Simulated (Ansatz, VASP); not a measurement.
BaS in VASP and in Ansatz

```
CELL_PARAMETERS angstrom
3.72411 0.00000 0.00000
0.00000 3.72411 0.00000
0.00000 0.00000 3.86040
ATOMIC_POSITIONS crystal
Ba 0.00000 0.00000 0.00000
S 0.50000 0.50000 0.50000
```

Change from the starting cell: epitaxial_xy strain -2.9%.

Alike in both runs: task single point; functional r2SCAN; k mesh 6 × 6 × 6; no spin polarisation.

```csv
,VASP,Ansatz
version,VASP 6.6.1,Ansatz 0.2.0
potentials or method,"VASP PAW PBE potentials, release 64 (Ba_sv, S)","plane waves, PAW"
plane-wave cutoff (eV),520,500
occupations,"gaussian, width 0.01 eV",fixed
valence electrons in the cell,16,16
```

```tsv
	VASP	Ansatz	Ansatz less VASP
gap on the k mesh at the Fermi level (eV)	1.59	1.73	+0.132
pressure (GPa)	4.0	2.9	-1.16
traceless stress, the component that is largest in VASP (GPa)	-2.89	-2.85	+0.036
```

VASP's potentials were made for PBE, not for r2SCAN.

Spin-orbit coupling is off throughout.
